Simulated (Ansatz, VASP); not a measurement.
SiBr7: VASP beside Ansatz

```
Si Br
1.0
     4.50117    2.59875    3.68191
    -4.50117    2.59875    3.68191
     0.00000   -5.19751    3.68191
Si Br
1 7
Direct
  0.00000 0.00000 0.00000
  0.86216 0.13784 0.50000
  0.50000 0.86216 0.13784
  0.13784 0.50000 0.86216
  0.13784 0.86216 0.50000
  0.50000 0.13784 0.86216
  0.86216 0.50000 0.13784
  0.50000 0.50000 0.50000
```

Alike in both runs: functional PBE; k mesh 3 × 3 × 3; occupations gaussian, width 0.1 eV; no spin polarisation.

Ansatz relaxed the structure, and its values are those at the end. VASP's run is a single point on that final structure, the one shown.

|  | VASP | Ansatz |
| --- | --- | --- |
| version | VASP 6.6.1 | Ansatz 0.2.0 |
| potentials or method | VASP PAW PBE potentials, release 64 (Si, Br), cutoff 520 eV | scalar-relativistic, plane waves, PAW |
| valence electrons in the cell | 53 | 53 |

|  | VASP | Ansatz | Ansatz less VASP |
| --- | --- | --- | --- |
| gap on the k mesh at the Fermi level (eV) | none | none | - |
| pressure (GPa) | 0.0 | 0.0 | -0.01 |

A gap of «none» marks a metal or a gap that the smearing closes.
